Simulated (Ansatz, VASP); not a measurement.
## La2O3 in VASP and in Ansatz

```
CELL_PARAMETERS angstrom
6.37027 0.00000 0.00000
-3.18514 5.51682 0.00000
0.00000 0.00000 3.28989
ATOMIC_POSITIONS crystal
La 0.66667 0.33333 0.49810
La 0.33333 0.66667 0.50190
O 0.50461 0.00000 0.00000
O 0.00000 0.50461 0.00000
O 0.49539 0.49539 0.00000
```

Alike in both runs: functional r2SCAN; k mesh 5 × 5 × 8; occupations fermi-dirac, width 0.05 eV; no spin polarisation.

|  | VASP | Ansatz |
| --- | --- | --- |
| version | VASP 6.6.1 | Ansatz 0.2.0 |
| potentials or method | VASP PAW PBE potentials, release 64 (La, O) | Ansatz PAW |
| plane-wave cutoff (eV) | 520 | 500 |
| valence electrons in the cell | 40 | 40 |
| task | single point | band structure |

```tsv
	VASP	Ansatz	Ansatz less VASP
gap on the k mesh at the Fermi level (eV)	1.99	1.97	-0.028
least direct gap on the mesh (eV)	2.45	2.44	-0.010
pressure (GPa)	-1.2	-0.8	+0.34
traceless stress, the component that is largest in VASP (GPa)	-0.46	-0.38	+0.080
rms of the force components (eV/Å)	0.018	0.018	0.0000
```

VASP's potentials were made for PBE, not for r2SCAN. Atom by atom the forces differ by 0.002 eV/Å (rms over components).

Spin-orbit coupling is off throughout. Noted on Ansatz's run: the magnetic or orbital state may not be the lowest.
